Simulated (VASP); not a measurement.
Set up this calculation in VASP 6.6.1, as the native input.

```yaml
Task: single point
Functional: RPBE
Potentials_or_basis: VASP PAW PBE potentials, release 64 (Pd)
Cutoff: 520 eV
k_mesh: 12 × 12 × 12
Occupations: fermi-dirac, width 0.05 eV
Spin: collinear spin
Starting_moments: "[0.5, -0.5] μB"
Dipole_correction: no
Further_INCAR_settings: ALGO = Normal; EDIFF = 1e-06; NBANDS = 21
```

The structure of Pd lies in POSCAR:

```
Pd
1.0
    0.0000000000      2.5699031400      2.5699031400
    2.5699031400      0.0000000000      2.5699031400
    2.5699031400      2.5699031400      0.0000000000
Pd
2
Direct
    0.0000000000      0.0000000000      0.0000000000
    0.5000000000      0.5000000000      0.5000000000
```

This isn't the form of Pd at room conditions, which is fcc.

These files were run (other wordings do the same):

INCAR

```
SYSTEM = Pd
PREC = Accurate
ENCUT = 520
EDIFF = 1E-6
ISMEAR = -1
SIGMA = 0.05
LREAL = .False.
LASPH = .True.
NELM = 150
ALGO = Normal
ISIF = 2
LWAVE = .False.
LCHARG = .True.
ISPIN = 2
MAGMOM = 0.5 -0.5
LORBIT = 11
LMAXMIX = 4
GGA = RP
LELF = .True.
LVHAR = .True.
NBANDS = 21
```

KPOINTS

```
Automatic mesh
0
Gamma
  12 12 12
  0 0 0
```

Potentials or basis: VASP PAW PBE potentials, release 64 (Pd).

Launch:

```console
$ cat potpaw_PBE.64/Pd/POTCAR > POTCAR
$ mpirun -np 1 vasp_std > vasp.out
```

It gave:

```json
{
  "Pressure": "10.8 GPa",
  "Band gap on the k mesh": "zero (filled and empty bands overlap)",
  "Net moment": "0.00 μB per cell",
  "Valence electrons inside the program's atomic spheres": "Pd 9.44"
}
```

Caveat: the cell stands under pressure; the PAW data sets were made with another functional, which shifts forces and pressure a little.

Run time: 60 s on 1 thread of AMD EPYC 9R45 96-Core Processor (Zen 5), with other jobs on the host, peak memory 0.19 GiB.
